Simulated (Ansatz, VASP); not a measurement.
SnO2: VASP beside Ansatz

```
Sn O
1.0
     3.18389    0.00000    0.00000
    -1.59195    2.75733    0.00000
     0.00000    0.00000   10.87727
Sn O
2 4
Cartesian
  0.0000 0.0000 5.4386
  0.0000 0.0000 0.0000
  1.5919 0.9191 4.4436
  1.5919 0.9191 0.9950
  0.0000 1.8382 6.4336
  0.0000 1.8382 9.8823
```

Alike in both runs: functional r2SCAN; k mesh 6 × 6 × 2; occupations gaussian, width 0.1 eV; no spin polarisation.

Ansatz relaxed the structure, and its values are those at the end. VASP's run is a single point on that final structure, the one shown.

|  | VASP | Ansatz |
| --- | --- | --- |
| version | VASP 6.6.1 | Ansatz 0.2.0 |
| potentials or method | VASP PAW PBE potentials, release 64 (Sn_d, O), cutoff 520 eV | scalar-relativistic, plane waves, PAW |
| valence electrons in the cell | 52 | 52 |

|  | VASP | Ansatz | Ansatz less VASP |
| --- | --- | --- | --- |
| gap on the k mesh at the Fermi level (eV) | 3.01 | 3.01 | +0.004 |
| least direct gap on the mesh (eV) | 3.48 | 3.48 | -0.002 |
| pressure (GPa) | 1.2 | 0.3 | -0.95 |
| rms of the force components (eV/Å) | 0.029 | 0.013 | -0.0158 |

VASP's potentials were made for PBE, not for r2SCAN.
